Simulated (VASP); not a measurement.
Wanted: the native input for a VASP 6.6.1 run.

```yaml
Task: single point
Functional: LDA
Potentials_or_basis: VASP PAW LDA potentials, release 64 (Pb_d, Se)
Cutoff: 520 eV
k_mesh: 6 × 6 × 6
Occupations: fermi-dirac, width 0.01 eV
Spin: no spin polarisation
Dipole_correction: no
Further_INCAR_settings: ALGO = Normal; EDIFF = 1e-07; NBANDS = 17
```

The structure of PbSe (Clausthalite) lies in POSCAR:

```
PbSe
1.0
    0.0000000000      3.0606500000      3.0606500000
    3.0606500000      0.0000000000      3.0606500000
    3.0606500000      3.0606500000      0.0000000000
Pb Se
1 1
Direct
    0.0000000000      0.0000000000      0.0000000000
    0.5000000000      0.5000000000      0.5000000000
```

These files were run (other wordings do the same):

INCAR

```
SYSTEM = PbSe
PREC     = Accurate       ! precision mode
ENCUT    = 520            ! plane-wave cutoff, eV
EDIFF    = 1E-7           ! SCF threshold, eV
ISMEAR   = -1             ! smearing method
SIGMA    = 0.01           ! smearing width, eV
LREAL    = .FALSE.        ! projectors in reciprocal space
LASPH    = .TRUE.         ! aspherical terms in the spheres
NELM     = 100            ! most SCF steps
ALGO     = Normal         ! electronic algorithm
ISIF     = 2              ! what is computed and relaxed
LWAVE    = .FALSE.        ! write WAVECAR
LCHARG   = .TRUE.         ! write CHGCAR
LELF     = .TRUE.         ! ELF
LVHAR    = .TRUE.       
NBANDS   = 17             ! bands
```

KPOINTS

```
Automatic mesh
0
G
  6 6 6
  0 0 0
```

Potentials or basis: VASP PAW LDA potentials, release 64 (Pb_d, Se).

Run with:

```bash
$ cat potpaw_LDA.64/Pb_d/POTCAR potpaw_LDA.64/Se/POTCAR > POTCAR
$ mpirun -np 1 vasp_std > vasp.out
```

It gave:

```
Pressure               : -2.1 GPa
Band gap on the k mesh : 0.16 eV, direct
```

Caveat: spin-orbit coupling is left out, which moves the levels of the heavy elements.

It took 27 s on 1 thread of AMD EPYC 7R13, with other jobs on the host, peak memory 0.13 GiB.
